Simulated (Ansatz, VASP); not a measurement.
# One calculation of BeTe, two programs

```
Be Te
1.0
     0.00000    2.75508    2.88280
     2.75508    0.00000    2.88280
     2.75508    2.75508    0.00000
Be Te
1 1
Direct
  0.00000 0.00000 0.00000
  0.25000 0.25000 0.25000
```

Change from the starting cell: epitaxial_xy strain -2.6%.

Alike in both runs: task single point; functional HSE06; k mesh 6 × 6 × 6; no spin polarisation.

|  | VASP | Ansatz |
| --- | --- | --- |
| version | VASP 6.6.1 | Ansatz 0.2.0 |
| potentials or method | VASP PAW PBE potentials, release 64 (Be, Te) | plane waves, PAW |
| plane-wave cutoff (eV) | 520 | 420 |
| occupations | gaussian, width 0.01 eV | fixed |
| valence electrons in the cell | 8 | 18 |

```tsv
	VASP	Ansatz	Ansatz less VASP
gap on the k mesh at the Fermi level (eV)	2.39	2.41	+0.022
pressure (GPa)	1.1	1.2	+0.11
traceless stress, the component that is largest in VASP (GPa)	-2.16	-2.17	-0.006
```

VASP's potentials hold 8 valence electrons a cell and Ansatz's 18, so a difference there can come from the potentials and not from the codes. Ansatz's warnings: stress exchange threshold loose, stress scf threshold loose.

Neither program's run includes spin-orbit coupling.
